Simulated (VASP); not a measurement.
A run of VASP 6.6.1:

INCAR

```
SYSTEM = GaP
  PREC = Accurate
  ENCUT = 520
  EDIFF = 1E-6
  ISMEAR = 0
  SIGMA = 0.05
  LREAL = .FALSE.
  LASPH = .TRUE.
  NELM = 100
  ALGO = Normal
  ISIF = 2
  LWAVE = .FALSE.
  LCHARG = .FALSE.
  GGA = PS
  NBANDS = 26
```

KPOINTS

```
regular mesh
0
G
  9 9 9
  0 0 0
```

The input POSCAR:

```
GaP
1.0
    1.8669463122      1.0778819559      6.1996639755
   -1.8669463122      1.0778819559      6.1996639755
    0.0000000000     -2.1557639119      6.1996639755
Ga P
2 2
Direct
    0.4357994416      0.4357994416      0.4357994416
    0.5642005584      0.5642005584      0.5642005584
    0.0577965230      0.0577965230      0.0577965230
    0.9422034770      0.9422034770      0.9422034770
```

Potentials or basis: VASP PAW PBE potentials, release 64 (Ga_d, P).

The run is started by

```sh
$ cat potpaw_PBE.64/Ga_d/POTCAR potpaw_PBE.64/P/POTCAR > POTCAR
$ mpirun -np 1 vasp_std > vasp.out
```

Hardware: 1 thread of Intel(R) Xeon(R) Platinum 8259CL CPU @ 2.50GHz (Skylake/Cascade Lake), with other jobs on the host.

Problem. How long does it take, and how much memory?

Solution. Wall time 5.3 min on 1 thread of Intel(R) Xeon(R) Platinum 8259CL CPU @ 2.50GHz (Skylake/Cascade Lake), on a shared host, peak memory 0.42 GiB. Counts: scf iterations 13, k points 85.
